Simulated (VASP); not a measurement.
# N2: single point with r2SCAN

Molecule: N2, in a box.

```
N
1.0
    12.00000    0.00000    0.00000
     0.00000   12.30000    0.00000
     0.00000    0.00000   12.60000
N
2
Cartesian
  6.0000 6.1500 5.7535
  6.0000 6.1500 6.8465
```

```json
{
  "Program": "VASP 6.6.1",
  "Task": "single point",
  "Functional": "r2SCAN",
  "Potentials or basis": "VASP PAW PBE potentials, release 64 (N)",
  "Cutoff": "520 eV",
  "k mesh": "1 × 1 × 1",
  "Occupations": "fermi-dirac, width 0.01 eV",
  "Spin": "no spin polarisation",
  "Dipole correction": "no",
  "Further INCAR settings": "ALGO = Normal; EDIFF = 1e-07; NBANDS = 12"
}
```

```yaml
Largest_force: 2.307 eV/Å
Gap_between_the_frontier_levels: 9.09 eV
```

Forces in eV/Å, atoms in the order of the input:
```
N    0.000  0.000 -2.307
N    0.000  0.000  2.307
```

Levels at points of the mesh, in eV from the valence-band top:
| k point | band 1 | band 2 | band 3 | band 4 | band 5 | band 6 | band 7 | band 8 | band 9 | band 10 |
| --- | --- | --- | --- | --- | --- | --- | --- | --- | --- | --- |
| (0.00, 0.00, 0.00) | -19.21 | -3.49 | -1.38 | -1.38 | 0.00 | 9.09 | 9.09 | 10.69 | 11.61 | 11.64 |

Run time: 19 min on 1 thread of Intel(R) Xeon(R) Platinum 8375C CPU @ 2.90GHz (Ice Lake) (shared host), peak memory 1.7 GiB.

Caveat: the standard files for N, O and F lose accuracy on very short bonds; the PAW data sets were made with another functional, which shifts forces and pressure a little.
